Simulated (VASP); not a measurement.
ZnH5, 6 atoms in the cell. The structure is hexagonal, space group P6/mmm (No. 191). The conventional cell has a = 3.711 Å, b = 3.711 Å, c = 2.565 Å, α = 90.00°, β = 90.00°, γ = 120.00°. Zn (site symmetry 6/mmm) has 18 H at 2.14 to 2.26 Å and 2 Zn at 2.56 Å within 2.8 Å. H (site symmetry mmm) has 8 H at 1.67 to 1.86 Å and 4 Zn at 2.26 Å within 2.3 Å. H (site symmetry -6m2) has 9 H at 1.67 to 2.14 Å and 3 Zn at 2.14 Å within 2.2 Å. The cell was built from a structure type or drawn by symmetry, and may not be a known phase.

| Property | Result |
| --- | --- |
| Program | VASP 6.6.1 |
| Task | single point |
| Functional | PBE |
| Potentials or basis | VASP PAW PBE potentials, release 64 (Zn, H) |
| Cutoff | 520 eV |
| k mesh | 6 × 6 × 6 |
| Occupations | gaussian, width 0.1 eV |
| Spin | no spin polarisation |
| Dipole correction | no |
| Further INCAR settings | ALGO = Normal; EDIFF = 1e-07; NBANDS = 18 |

Potentials or basis: VASP PAW PBE potentials, release 64 (Zn, H).

The run is started by

```console
$ cat potpaw_PBE.64/Zn/POTCAR potpaw_PBE.64/H/POTCAR > POTCAR
$ mpirun -np 1 vasp_std > vasp.out
```

Hardware: 1 thread of Intel Xeon 8259CL, on a shared host.

Question: How long does it take, and how much memory?

Answer: It took 16 s on 1 thread of Intel Xeon 8259CL, on a shared host, peak memory 0.15 GiB. Counts: scf iterations 13, k points 28.
